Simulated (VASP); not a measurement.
A run of VASP 6.6.1 is set up as follows.

INCAR

```
SYSTEM = KI
PREC = Accurate ; ENCUT = 520
EDIFF = 1E-6 ; ISMEAR = 0
SIGMA = 0.05 ; LREAL = .FALSE.
LASPH = .TRUE. ; NELM = 80
ALGO = Normal ; ISIF = 2
LWAVE = .FALSE. ; LCHARG = .FALSE.
GGA = PS ; NBANDS = 15
```

KPOINTS

```
regular mesh
0
G
  6 6 6
  0 0 0
```

Contents of POSCAR:

```
KI
1.0
    0.0000000000      3.8065140000      3.6655320000
    3.8065140000      0.0000000000      3.6655320000
    3.8065140000      3.8065140000      0.0000000000
K I
1 1
Direct
    0.0000000000      0.0000000000      0.0000000000
    0.5000000000      0.5000000000      0.5000000000
```

Potentials or basis: VASP PAW PBE potentials, release 64 (K_sv, I).

Command:

```sh
$ cat potpaw_PBE.64/K_sv/POTCAR potpaw_PBE.64/I/POTCAR > POTCAR
$ mpirun -np 1 vasp_std > vasp.out
```

Task: Estimate the band gap on the k mesh.

Result: 3.47 eV.

Task: What does it give for the pressure?

Result: -1.5 GPa.

Stress tensor (GPa, compression positive):
```
-1.56  0.00  0.00
 0.00 -1.56  0.00
 0.00  0.00 -1.32
```

Caveat: the cell differs from its parent crystal (strain +0.080 along x and y, +0.040 along z); the PAW data sets were made with another functional, which shifts forces and pressure a little; spin-orbit coupling is left out, which moves the levels of the heavy elements.
